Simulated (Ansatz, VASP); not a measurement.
## One calculation of Pd, two programs

```
Pd
1.0
     2.64518    0.00000    0.00000
    -1.32259    2.29079    0.00000
     0.00000    0.00000    2.59791
Pd
1
Direct
  0.00000 0.00000 0.00000
```

Alike in both runs: functional PBEsol; k mesh 24 × 24 × 22; occupations gaussian, width 0.1 eV; no spin polarisation.

Ansatz relaxed the structure, and its values are those at the end. VASP's run is a single point on that final structure, the one shown.

```csv
,VASP,Ansatz
version,VASP 6.6.1,Ansatz 0.2.0
potentials or method,"VASP PAW PBE potentials, release 64 (Pd), cutoff 520 eV","scalar-relativistic, plane waves, PAW"
valence electrons in the cell,10,18
```

```tsv
	VASP	Ansatz	Ansatz less VASP
gap on the k mesh at the Fermi level (eV)	none	none	-
pressure (GPa)	-0.4	0.0	+0.37
```

VASP's potentials were made for PBE, not for PBEsol. A gap of «none» marks a metal or a gap that the smearing closes. VASP's potentials hold 10 valence electrons a cell and Ansatz's 18, so a difference there can come from the potentials and not from the codes.
